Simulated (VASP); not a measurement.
# BP (F-43m) in VASP: further runs, part 2 of 2

VASP 6.6.1.

### Step 4. Single point, PBE

This run uses another cell than the first one, of 11.68 Å³/atom, 0.980 times its volume.

Contents of INCAR:

```
SYSTEM = BP
ALGO = Normal ; EDIFF = 1E-6
ENCUT = 520 ; GGA = PE
ISIF = 2 ; ISMEAR = 0
LASPH = .TRUE. ; LCHARG = .FALSE.
LREAL = .FALSE. ; LWAVE = .FALSE.
NBANDS = 11 ; NELM = 60
PREC = Accurate ; SIGMA = 0.013000000000000001
```

Contents of KPOINTS:

```
k-points
0
G
  10 10 10
  0 0 0
```

Contents of POSCAR:

```
BP
1.0
    0.0000000000      2.2690000000      2.2690000000
    2.2690000000      0.0000000000      2.2690000000
    2.2690000000      2.2690000000      0.0000000000
P B
1 1
Direct
    0.7500000000      0.7500000000      0.7500000000
    0.0000000000      0.0000000000      0.0000000000
```

Potentials or basis: VASP PAW PBE potentials, release 64 (P, B).

The run is started by

```
cat potpaw_PBE.64/P/POTCAR potpaw_PBE.64/B/POTCAR > POTCAR
mpirun -np 1 vasp_std > vasp.out
```

OUTCAR:

```text
SYSTEM = BP
   EDIFF = 1E-6
   ENCUT = 520
   GGA = PE
   ISIF = 2
   ISMEAR = 0
   LASPH = .TRUE.
   LREAL = .FALSE.
   NELM = 60
   PREC = Accurate

 ion  position               nearest neighbor table
   1  0.750  0.750  0.750-   2 1.97   2 1.97   2 1.97   2 1.97
   2  0.000  0.000  0.000-   1 1.97   1 1.97   1 1.97   1 1.97

  LATTYP: Found a face centered cubic cell.
 ALAT       =     4.5380000000

  Lattice vectors:

 A1 = (   0.0000000000,   2.2690000000,   2.2690000000)
 A2 = (   2.2690000000,   0.0000000000,   2.2690000000)
 A3 = (   2.2690000000,   2.2690000000,   0.0000000000)

Analysis of symmetry for initial positions (statically):
=====================================================================
 Subroutine PRICEL returns:
 Original cell was already a primitive cell.

 Routine SETGRP: Setting up the symmetry group for a
 face centered cubic supercell.

 Subroutine GETGRP returns: Found 24 space group operations
 (whereof 24 operations were pure point group operations)
 out of a pool of 48 trial point group operations.

The static configuration has the point symmetry T_d .

Analysis of symmetry for dynamics (positions and initial velocities):
[... 166 lines left out ...]
 k-point     1 :       0.0000    0.0000    0.0000
  band No.  band energies     occupation
      1      -8.0275      2.00000
      2       7.4329      2.00000
      3       7.4329      2.00000
      4       7.4329      2.00000
      5      10.8336      0.00000
      6      10.8336      0.00000
      7      10.8336      0.00000
      8      14.8072      0.00000
      9      18.9456      0.00000
     10      19.5616      0.00000
     11      19.5616      0.00000
[... 309 lines left out ...]
 k-point    24 :       0.4000    0.3000    0.0000
  band No.  band energies     occupation
      1      -5.0879      2.00000
      2       1.2728      2.00000
      3       3.3845      2.00000
      4       3.9176      2.00000
      5       9.2444      0.00000
      6      11.0561      0.00000
      7      16.9123      0.00000
      8      16.9206      0.00000
      9      21.4338      0.00000
     10      22.6949      0.00000
     11      24.4914      0.00000

 [... further k-points ...]
[... 5 lines left out ...]
  --------------------------------------------------------------------------------------
  -------------------------------------------------------------------------------------
  Total        0.1296651      0.1296651      0.1296651      0.0000000      0.0000000      0.0000000
  in kB        8.8920176      8.8920176      8.8920176      0.0000000      0.0000000      0.0000000
  external PRESSURE =       8.8920176 kB  Pullay stress =       0.0000000 kB

 VOLUME and BASIS-vectors are now :
 -----------------------------------------------------------------------------
  energy-cutoff  :      520.00
  volume of cell :       23.36
      direct lattice vectors                 reciprocal lattice vectors
     0.000000000  2.269000000  2.269000000    -0.220361393  0.220361393  0.220361393
     2.269000000  0.000000000  2.269000000     0.220361393 -0.220361393  0.220361393
     2.269000000  2.269000000  0.000000000     0.220361393  0.220361393 -0.220361393

 POSITION                                       TOTAL-FORCE (eV/Angst)
 -----------------------------------------------------------------------------------
      3.40350      3.40350      3.40350        -0.000000      0.000000     -0.000000
      0.00000      0.00000      0.00000         0.000000     -0.000000      0.000000
 -----------------------------------------------------------------------------------
    total drift:                               -0.000000     -0.000000     -0.000000

  FREE ENERGIE OF THE ION-ELECTRON SYSTEM (eV)
  ---------------------------------------------------
  free  energy   TOTEN  =       -12.9304809422 eV

  energy  without entropy=      -12.9304809422  energy(sigma->0) =      -12.93048094
```

OSZICAR:

```text
N       E                     dE             d eps       ncg     rms          rms(c)
DAV:   1     0.919373250874E+01    0.91937E+01   -0.39371E+03  1034   0.660E+02
DAV:   2    -0.130106101098E+02   -0.22204E+02   -0.21077E+02  1364   0.109E+02
DAV:   3    -0.136354128306E+02   -0.62480E+00   -0.62286E+00  1333   0.157E+01
DAV:   4    -0.136380062156E+02   -0.25934E-02   -0.25930E-02  1148   0.114E+00
DAV:   5    -0.136380195338E+02   -0.13318E-04   -0.13318E-04  1293   0.842E-02    0.721E+00
DAV:   6    -0.130285742398E+02    0.60945E+00   -0.13900E+00  1184   0.510E+00    0.388E+00
DAV:   7    -0.129377742494E+02    0.90800E-01   -0.23351E-01  1277   0.240E+00    0.133E+00
DAV:   8    -0.129299514346E+02    0.78228E-02   -0.26732E-02  1221   0.934E-01    0.193E-01
DAV:   9    -0.129302722182E+02   -0.32078E-03   -0.71782E-04  1198   0.181E-01    0.123E-01
DAV:  10    -0.129304691648E+02   -0.19695E-03   -0.24786E-04  1163   0.989E-02    0.283E-02
DAV:  11    -0.129304799757E+02   -0.10811E-04   -0.11774E-05  1323   0.226E-02    0.336E-02
DAV:  12    -0.129304809422E+02   -0.96659E-06   -0.47218E-06  1163   0.106E-02
   1 F= -.12930481E+02 E0= -.12930481E+02  d E =-.576432E-51
```

Run time: 8.9 s. Hardware: 1 thread of AMD EPYC 7R13 (Zen 3), shared host; peak memory 0.1 GiB.

What came out:

```yaml
Free_energy: -12.9305 eV
Pressure: 0.9 GPa
Band_gap_on_the_k_mesh: 1.24 eV, indirect (least direct gap 3.40 eV)
```

Levels at points of the mesh, in eV from the valence-band top:
```csv
k point,band 2,band 3,band 4,band 5,band 6,band 7
"(0.00, 0.00, 0.00)",0.00,0.00,0.00,3.40,3.40,3.40
"(0.50, 0.00, 0.00)",-9.03,-1.76,-1.76,3.78,4.71,4.71
"(0.50, 0.50, 0.00)",-8.58,-4.11,-4.11,1.33,1.66,12.12
```

### Step 5. Single point, PBE

This run uses another cell than the first one, of 11.68 Å³/atom, 0.980 times its volume.

Contents of INCAR:

```
SYSTEM = BP
PREC     = Accurate       ! precision mode
ENCUT    = 520            ! plane-wave cutoff, eV
EDIFF    = 1E-6           ! SCF threshold, eV
ISMEAR   = 0              ! smearing method
SIGMA    = 0.03           ! smearing width, eV
LREAL    = .FALSE.        ! projectors in reciprocal space
LASPH    = .TRUE.         ! aspherical terms in the spheres
NELM     = 60             ! most SCF steps
ALGO     = Normal         ! electronic algorithm
ISIF     = 2              ! what is computed and relaxed
LWAVE    = .FALSE.        ! write WAVECAR
LCHARG   = .TRUE.         ! write CHGCAR
GGA      = PE             ! functional
LELF     = .TRUE.         ! ELF
LVHAR    = .TRUE.       
NBANDS   = 11             ! bands
```

Contents of KPOINTS:

```
Automatic mesh
0
G
  10 10 10
  0 0 0
```

POSCAR is that of step 4.

The run is started by

```
cat potpaw_PBE.64/P/POTCAR potpaw_PBE.64/B/POTCAR > POTCAR
mpirun -np 1 vasp_std > vasp.out
```

It took 9.9 s on 1 thread of AMD EPYC 7R13 (Zen 3), shared host; peak memory 0.1 GiB.

It converged, with:

```yaml
Free_energy: -12.9305 eV
Pressure: 0.9 GPa
Band_gap_on_the_k_mesh: 1.24 eV, indirect (least direct gap 3.40 eV)
```

Levels at points of the mesh, in eV from the valence-band top:
```
           k point  band 1  band 2  band 3  band 4  band 5  band 6  band 7  band 8  band 9
(0.00, 0.00, 0.00)  -15.46    0.00    0.00    0.00    3.40    3.40    3.40    7.37   11.51
(0.50, 0.00, 0.00)  -12.14   -9.03   -1.76   -1.76    3.78    4.71    4.71   10.13   14.63
(0.50, 0.50, 0.00)  -10.61   -8.58   -4.11   -4.11    1.33    1.66   12.12   12.12   15.23
```

### Step 6. Summary

```csv
level,cell,k mesh,smearing,gap on the mesh (eV),pressure (GPa)
r2SCAN+D3(BJ),"a = 3.230 Å, angles 60.0°, 2 atoms",10 × 10 × 10,fermi-dirac 0.05 eV,1.47,-5.9
PBE,"a = 3.209 Å, angles 60.0°, 2 atoms",7 × 7 × 7,fermi-dirac 0.06 eV,1.24,0.9
PBE,"a = 3.209 Å, angles 60.0°, 2 atoms",10 × 10 × 10,gaussian 0.013 eV,1.24,0.9
PBE,"a = 3.209 Å, angles 60.0°, 2 atoms",10 × 10 × 10,gaussian 0.03 eV,1.24,0.9
```

Alike in all rows: task single point; potentials or basis VASP PAW PBE potentials, release 64 (P, B); no spin polarisation; cutoff (eV) 520.

Caveats: the PAW data sets were made with another functional, which shifts forces and pressure a little (some runs).

Total energies depend on the potentials used, so only differences within one code and one set of settings carry meaning.
